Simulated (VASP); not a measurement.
Here is a VASP 6.6.1 calculation.

INCAR

```
SYSTEM = Sb
  PREC = Accurate
  ENCUT = 600
  EDIFF = 1E-6
  ISMEAR = -1
  SIGMA = 0.1
  LREAL = .FALSE.
  LASPH = .TRUE.
  NELM = 60
  ALGO = Normal
  ISIF = 3
  LWAVE = .FALSE.
  LCHARG = .FALSE.
  GGA = PS
  IBRION = 2
  NSW = 80
  EDIFFG = -0.05
```

KPOINTS

```
regular mesh
0
G
  10 10 10
  0 0 0
```

POSCAR

```
Sb
1.0
   -1.7250000000      1.7250000000      1.7250000000
    1.7250000000     -1.7250000000      1.7250000000
    1.7250000000      1.7250000000     -1.7250000000
Sb
1
Direct
    0.0000000000      0.0000000000      0.0000000000
```

Potentials or basis: VASP PAW PBE potentials, release 64 (Sb).

The run is started by

```bash
$ cat potpaw_PBE.64/Sb/POTCAR > POTCAR
$ mpirun -np 1 vasp_std > vasp.out
```

Q: What does it give for the relaxed cell?

A: a = 3.242 Å, b = 3.242 Å, c = 3.242 Å, α = 109.47°, β = 109.47°, γ = 109.47°.

Q: Predict the space group after relaxing (to 0.05 Å).

A: Im-3m (No. 229).

Final structure:
```cif
data_structure
_symmetry_space_group_name_H-M 'P 1'
_symmetry_Int_Tables_number 1
_cell_length_a 3.2420
_cell_length_b 3.2420
_cell_length_c 3.2420
_cell_angle_alpha 109.471
_cell_angle_beta 109.471
_cell_angle_gamma 109.471
_cell_volume 26.23
loop_
_atom_site_label
_atom_site_type_symbol
_atom_site_fract_x
_atom_site_fract_y
_atom_site_fract_z
_atom_site_occupancy
Sb1 Sb 0.00000 0.00000 0.00000 1
```

 Zero-point motion and thermal expansion aren't in these numbers.
